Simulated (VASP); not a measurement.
# TmI4 (I4/m) in VASP: a series of runs

Runs on TmI4. Level: PBE. Tasks: single point.

Everything below comes from runs of VASP 6.6.1. Logs are shortened: lines on timing, memory, paths and dates and some standing lists are left out, and cuts for length are marked.

## (1) The cell of the first run

Symmetry: I4/m, No. 87, tetragonal system. The conventional cell has a = 10.767 Å, b = 10.767 Å, c = 3.721 Å, α = 90.00°, β = 90.00°, γ = 90.00°. Within 4.1 Å of Tm (site symmetry 4/m) lie 8 I at 3.15 Å and 2 Tm at 3.72 Å. Within 4.1 Å of I (site symmetry m) lie 2 Tm at 3.15 Å and 4 I at 3.59 to 3.72 Å.

The cell was generated, and may not be a known phase.

## (2) Single point, PBE

Input file INCAR:

```
SYSTEM = TmI4
PREC     = Accurate       ! precision mode
ENCUT    = 500            ! plane-wave cutoff, eV
EDIFF    = 1E-6           ! SCF threshold, eV
ISMEAR   = 0              ! smearing method
SIGMA    = 0.2            ! smearing width, eV
LREAL    = .False.        ! projectors in reciprocal space
LASPH    = .True.         ! aspherical terms in the spheres
NELM     = 200            ! most SCF steps
ALGO     = Normal         ! electronic algorithm
ISIF     = 2              ! what is computed and relaxed
LWAVE    = .False.        ! write WAVECAR
LCHARG   = .False.        ! write CHGCAR
GGA      = PE             ! functional
NBANDS   = 26             ! bands
GGA_COMPAT= .False.      
LMAXMIX  = 6              ! l up to which the mixer works
```

Input file KPOINTS:

```
regular mesh
0
Gamma
  4 4 4
  0 0 0
```

Input file POSCAR:

```
TmI4
1.0
   -5.3833085049      5.3833085049      1.8604787720
    5.3833085049     -5.3833085049      1.8604787720
    5.3833085049      5.3833085049     -1.8604787720
Tm I
1 4
Direct
    0.0000000000      0.0000000000      0.0000000000
    0.2692351148      0.4518219690      0.7210570838
    0.7307648852      0.5481780310      0.2789429162
    0.4518219690      0.7307648852      0.1825868542
    0.5481780310      0.2692351148      0.8174131458
```

Potentials or basis: VASP PAW PBE potentials, release 64 (Tm_3, I), 4f in core.

Run with:

```
cat potpaw_PBE.64/Tm_3/POTCAR potpaw_PBE.64/I/POTCAR > POTCAR
mpirun -np 1 vasp_std > vasp.out
```

OUTCAR:

```text
SYSTEM = TmI4
   PREC = Accurate
   ENCUT = 500
   EDIFF = 1E-6
   ISMEAR = 0
   LREAL = .False.
   LASPH = .True.
   NELM = 200
   ISIF = 2
   GGA = PE

 ion  position               nearest neighbor table
   1  0.000  0.000  0.000-   5 3.15   4 3.15   5 3.15   4 3.15   3 3.15   3 3.15   2 3.15   2 3.15

   2  0.269  0.452  0.721-   1 3.15   1 3.15
   3  0.731  0.548  0.279-   1 3.15   1 3.15
   4  0.452  0.731  0.183-   1 3.15   1 3.15
   5  0.548  0.269  0.817-   1 3.15   1 3.15

  LATTYP: Found a body centered tetragonal cell.
 ALAT       =    10.7666170098
 C/A-ratio  =     0.3456013658

  Lattice vectors:

 A1 = (  -5.3833085049,   5.3833085049,   1.8604787720)
 A2 = (   5.3833085049,  -5.3833085049,   1.8604787720)
 A3 = (   5.3833085049,   5.3833085049,  -1.8604787720)

Analysis of symmetry for initial positions (statically):
=====================================================================
 Subroutine PRICEL returns:
 Original cell was already a primitive cell.

 Routine SETGRP: Setting up the symmetry group for a
 body centered tetragonal supercell.

 Subroutine GETGRP returns: Found  8 space group operations
 (whereof  8 operations were pure point group operations)
 out of a pool of 16 trial point group operations.

The static configuration has the point symmetry C_4h.

Analysis of symmetry for dynamics (positions and initial velocities):
=====================================================================
 Subroutine PRICEL returns:
 Original cell was already a primitive cell.

 Routine SETGRP: Setting up the symmetry group for a
 body centered tetragonal supercell.

 Subroutine GETGRP returns: Found  8 space group operations
 (whereof  8 operations were pure point group operations)
 out of a pool of 16 trial point group operations.

The dynamic configuration has the point symmetry C_4h.

 Subroutine INISYM returns: Found  8 space group operations
 (whereof  8 operations are pure point group operations),
 and found     1 'primitive' translations

----------------------------------------------------------------------------------------

                                     Primitive cell

  volume of cell :     215.6668

  direct lattice vectors                    reciprocal lattice vectors
    -5.383308505  5.383308505  1.860478772     0.000000000  0.092879685  0.268748027
     5.383308505 -5.383308505  1.860478772     0.092879685  0.000000000  0.268748027
     5.383308505  5.383308505 -1.860478772     0.092879685  0.092879685  0.000000000

[... 80 lines left out ...]
   EDIFFG = 0.1E-04   stopping-criterion for IOM
   NSW    =      0    number of steps for IOM
   IBRION =     -1    ionic relax: 0-MD 1-quasi-New 2-CG
   NFREE  =      0    steps in history (QN), initial steepest desc. (CG)
   ISIF   =      2    stress and relaxation
   ISYM   =      2    0-nonsym 1-usesym 2-fastsym
   POTIM  = 0.5000    time-step for ionic-motion
   TEBEG  =    0.0;   TEEND  =   0.0 temperature during run
   PSTRESS=    0.0 pullay stress
   NELECT =      37.0000    total number of electrons
   NUPDOWN=      -1.0000    fix difference up-down
   EMIN   =  10.00;   EMAX   =-10.00  energy-range for DOS
   EFERMI =   0.00;   METHOD = LEGACY
   ISMEAR =     0;   SIGMA  =   0.20  broadening in eV -4-tet -1-fermi 0-gaus
   EFERMI_NEDOS =   21; number of points for ismear=-14 and -15
   IALGO  =     38    algorithm
   IMIX   =      4    mixing-type and parameters
     AMIX     =   0.40;   BMIX     =  1.00
     AMIX_MAG =   1.60;   BMIX_MAG =  1.00
  volume/ion in A,a.u.               =      43.13       291.08
  Fermi-wavevector in a.u.,A,eV,Ry     =   0.909664  1.719016 11.258665  0.827489
  Thomas-Fermi vector in A             =   2.033735
   LORBIT       =      0    0 simple, 1 ext, 2 COOP (PROOUT), +10 PAW based schemes
   GGA     = PE    functional components
   LHFCALC =     F    Hartree Fock is set to
   AEXX    =    0.0000 exact exchange contribution
   IVDW    =     0    specifies the selected vdW correction
   LEPSILON=     F    determine dielectric tensor
   LRPA    =     F    only Hartree local field effects (RPA)
 non-spin polarized calculation
 Gauss-broadening in eV      SIGMA  =   0.20
  energy-cutoff  :      500.00
  volume of cell :      215.67
 maximum number of plane-waves:      5500
 NGX is ok and might be reduce to    60
   NGX = 29   NGY = 29   NGZ = 29

 number of electron      36.9999999 magnetization

 Free energy of the ion-electron system (eV)
  ---------------------------------------------------
  ext. energy  EPLUGINS =         0.00000000
  ---------------------------------------------------
  free energy    TOTEN  =       -14.80122176 eV

  energy without entropy =      -14.73825380  energy(sigma->0) =      -14.76973778

 E-fermi :   1.9039     XC(G=0):  -7.8043

 val. band max:        1.7819530890   @ k =   0.5000   0.2500   0.0000
 cond. band min:       1.9797331139   @ k =  -0.2500  -0.2500   0.2500
 fundamental gap:      0.1977800248
 Fermi energy:         1.9039404558

 k-point     1 :       0.0000    0.0000    0.0000
  band No.  band energies     occupation
      1     -23.7107      2.00000
      2     -23.7107      2.00000
      3     -23.6546      2.00000
      4     -10.6719      2.00000
      5     -10.0323      2.00000
      6     -10.0323      2.00000
[... 395 lines left out ...]
     25       6.6973      0.00000
     26       8.3744      0.00000

------------------------ aborting loop because EDIFF is reached ----------------------------------------

  FORCE on cell =-STRESS in cart. coord.  units (eV):
  Direction    XX          YY          ZZ          XY          YZ          ZX
  --------------------------------------------------------------------------------------
  -------------------------------------------------------------------------------------
  Total        0.8598088      0.8598088      1.0994178      0.0000000      0.0000000     -0.0000000
  in kB        6.3874754      6.3874754      8.1675178      0.0000000      0.0000000     -0.0000000
  external PRESSURE =       6.9808229 kB  Pullay stress =       0.0000000 kB

 VOLUME and BASIS-vectors are now :
 -----------------------------------------------------------------------------
  energy-cutoff  :      500.00
  volume of cell :      215.67
      direct lattice vectors                 reciprocal lattice vectors
    -5.383308505  5.383308505  1.860478772     0.000000000  0.092879685  0.268748027
     5.383308505 -5.383308505  1.860478772     0.092879685  0.000000000  0.268748027
     5.383308505  5.383308505 -1.860478772     0.092879685  0.092879685  0.000000000

 POSITION                                       TOTAL-FORCE (eV/Angst)
 -----------------------------------------------------------------------------------
      0.00000      0.00000      0.00000         0.000000      0.000000      0.000000
      4.86459      2.89875      0.00000        -0.015585     -0.087138     -0.000000
      0.51871      2.48456      1.86048         0.015585      0.087138      0.000000
      2.48456     -0.51871      1.86048         0.087138     -0.015585      0.000000
      2.89875      5.90202     -0.00000        -0.087138      0.015585     -0.000000
 -----------------------------------------------------------------------------------
    total drift:                               -0.000000     -0.000000      0.000000

  FREE ENERGIE OF THE ION-ELECTRON SYSTEM (eV)
  ---------------------------------------------------
  free  energy   TOTEN  =       -14.8012217642 eV

  energy  without entropy=      -14.7382538038  energy(sigma->0) =      -14.76973778
```

stdout:

```text
POSCAR found type information on POSCAR TmI
 POSCAR found :  2 types and       5 ions
 scaLAPACK will be used
 LDA part: xc-table for (Slater+PW92), standard interpolation
 POSCAR, INCAR and KPOINTS ok, starting setup
 FFT: planning ... GRIDC
 FFT: planning ... GRID_SOFT
 FFT: planning ... GRID
 WAVECAR not read
 entering main loop
```

Run time: 1.9 min. Hardware: 1 thread of Intel Xeon Platinum 8488C (Sapphire Rapids), shared host; peak memory 0.48 GiB.

What came out:

* Free energy: -14.8012 eV
* Pressure: 0.7 GPa
* Largest force: 0.089 eV/Å
* Band gap on the k mesh: zero (an odd number of electrons rules out a gap without spin polarisation)

Forces on the atoms (eV/Å):
```
Tm   0.000  0.000  0.000
I   -0.016 -0.087  0.000
I    0.016  0.087  0.000
I    0.087 -0.016  0.000
I   -0.087  0.016  0.000
```

Levels at points of the mesh, in eV from the Fermi level:
```csv
k point,band 14,band 15,band 16,band 17,band 18,band 19,band 20,band 21,band 22,band 23
"(0.00, 0.00, 0.00)",-0.55,-0.47,-0.47,-0.41,-0.24,0.24,1.25,3.28,3.90,4.35
"(0.50, 0.00, 0.00)",-2.67,-2.09,-0.64,-0.61,-0.46,0.08,2.35,3.56,3.80,4.65
"(0.50, 0.50, 0.00)",-0.59,-0.54,-0.47,-0.33,-0.33,0.29,1.28,3.36,4.30,4.32
"(0.50, 0.50, 0.50)",-1.50,-0.52,-0.51,-0.51,-0.42,0.34,1.29,3.51,4.13,4.36
```

Caveat: the k points lie up to 0.45 Å⁻¹ apart, too coarse for converged energies and pressures of a metal; spin-orbit coupling is left out, which moves the levels of the heavy elements; this functional lacks dispersion, which binds layers or chains, so the pressure and a relaxed spacing across them are unreliable; the 4f electrons are frozen in the core, so they carry no moment and show no levels; an odd number of electrons without spin polarisation forces a metal; a magnetic or distorted state may lie lower; the run has no spin polarisation, though such a crystal can be magnetic.

## (3) Single point, PBE

Input file INCAR:

```
ALGO = Normal ; EDIFF = 1E-6
ENCUT = 500 ; GGA = PE
GGA_COMPAT = F ; ISIF = 2
ISMEAR = 0 ; LASPH = T
LCHARG = T ; LELF = T
LMAXMIX = 6 ; LREAL = F
LVHAR = T ; LWAVE = F
NBANDS = 26 ; NELM = 200
PREC = Accurate ; SIGMA = 0.1
```

Input file KPOINTS:

```
k-points
0
Gamma
  6 6 6
```

Input file POSCAR:

```
TmI4
1.0
   -5.3833085049      5.3833085049      1.8604787720
    5.3833085049     -5.3833085049      1.8604787720
    5.3833085049      5.3833085049     -1.8604787720
Tm I
1 4
Direct
    0.0000000000      0.0000000000      0.0000000000
    0.7307648852      0.4518219690      0.1825868542
    0.2692351148      0.5481780310      0.8174131458
    0.5481780310      0.7307648852      0.2789429162
    0.4518219690      0.2692351148      0.7210570838
```

Potentials or basis: VASP PAW PBE potentials, release 64 (Tm_3, I), 4f in core.

Run with:

```
cat potpaw_PBE.64/Tm_3/POTCAR potpaw_PBE.64/I/POTCAR > POTCAR
mpirun -np 1 vasp_std > vasp.out
```

Wall time 3.9 min (1 thread of AMD EPYC 9R45 (Zen 5), shared host); peak memory 0.54 GiB.

Results (log left out):

```
Free energy            : -14.7743 eV
Pressure               : 0.7 GPa
Largest force          : 0.012 eV/Å
Band gap on the k mesh : zero (an odd number of electrons rules out a gap without spin polarisation)
```

Forces in eV/Å, atoms in the order of the input:
```
Tm   0.000  0.000  0.000
I    0.006  0.010  0.000
I   -0.006 -0.010  0.000
I    0.010 -0.006  0.000
I   -0.010  0.006  0.000
```

Stress tensor (GPa, compression positive):
```
0.36 0.00 0.00
0.00 0.36 0.00
0.00 0.00 1.36
```

Levels at points of the mesh, in eV from the Fermi level:
| k point | band 16 | band 17 | band 18 | band 19 | band 20 | band 21 |
| --- | --- | --- | --- | --- | --- | --- |
| (0.00, 0.00, 0.00) | -0.42 | -0.37 | -0.15 | 0.33 | 1.33 | 3.37 |
| (0.50, 0.00, 0.00) | -0.59 | -0.56 | -0.39 | 0.12 | 2.44 | 3.65 |
| (0.50, 0.50, 0.00) | -0.38 | -0.29 | -0.24 | 0.39 | 1.36 | 3.44 |
| (0.50, 0.50, 0.50) | -0.41 | -0.41 | -0.33 | 0.44 | 1.38 | 3.59 |

Caveat: spin-orbit coupling is left out, which moves the levels of the heavy elements; this functional lacks dispersion, which binds layers or chains, so the pressure and a relaxed spacing across them are unreliable; the 4f electrons are frozen in the core, so they carry no moment and show no levels; an odd number of electrons without spin polarisation forces a metal; a magnetic or distorted state may lie lower; the run has no spin polarisation, though such a crystal can be magnetic. Spin polarisation is off, so any magnetic state and its effect on volume and gap are missing.

The gap in the log of VASP goes by the Fermi energy; the results here count the filled bands.